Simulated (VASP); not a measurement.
Cl, 4 atoms in the cell. Symmetry: Cmce, No. 64, orthorhombic system. Conventional cell: a = 6.258 Å, b = 4.594 Å, c = 9.120 Å, α = 90.00°, β = 90.00°, γ = 90.00°. Within 3.1 Å of Cl (site symmetry m) lie 1 Cl at 2.33 Å.  This cell differs from its parent crystal: strained.

| Property | Result |
| --- | --- |
| Program | VASP 6.6.1 |
| Task | single point |
| Functional | PBEsol |
| Potentials or basis | VASP PAW PBE potentials, release 64 (Cl) |
| Cutoff | 500 eV |
| k mesh | 8 × 8 × 4 |
| Occupations | gaussian, width 0.02 eV |
| Spin | no spin polarisation |
| Dipole correction | no |
| Further INCAR settings | ALGO = Normal; EDIFF = 1e-06; NBANDS = 22 |

Potentials or basis: VASP PAW PBE potentials, release 64 (Cl).

Launch:

```console
$ cat potpaw_PBE.64/Cl/POTCAR > POTCAR
$ mpirun -np 1 vasp_std > vasp.out
```

Hardware: 1 thread of Intel(R) Xeon(R) 6975P-C (Granite Rapids), on a shared host.

Q: How long does it take, and how much memory?

A: Wall time 2.5 min on 1 thread of Intel(R) Xeon(R) 6975P-C (Granite Rapids) (shared host), peak memory 0.27 GiB. Counts: scf iterations 13, k points 63.
